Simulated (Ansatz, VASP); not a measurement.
# W in VASP and in Ansatz

```
W
1.0
    -1.59178    1.59178    1.59178
     1.59178   -1.59178    1.59178
     1.59178    1.59178   -1.59178
W
1
Direct
  0.00000 0.00000 0.00000
```

Alike in both runs: task relaxation of cell and atoms; functional PBEsol; k mesh 18 × 18 × 18; occupations gaussian, width 0.1 eV; no spin polarisation.

|  | VASP | Ansatz |
| --- | --- | --- |
| version | VASP 6.6.1 | Ansatz 0.2.0 |
| potentials or method | VASP PAW PBE potentials, release 64 (W_sv), cutoff 600 eV | scalar-relativistic, plane waves, PAW |
| valence electrons in the cell | 14 | 14 |

VASP gave:

```
gap on the k mesh at the Fermi level, each at its own relaxed structure (eV) : none
relaxed volume (Å³/atom)                                                     : 15.73
relaxed cell length with the largest relative difference (Å)                 : 2.734
```

Question: Estimate Ansatz's values.

Answer: gap on the k mesh at the Fermi level, each at its own relaxed structure (eV): none; relaxed volume (Å³/atom): 15.69; relaxed cell length with the largest relative difference (Å): 2.732.

VASP's potentials were made for PBE, not for PBEsol. A gap of «none» marks a metal or a gap that the smearing closes.

Spin-orbit coupling is off throughout.
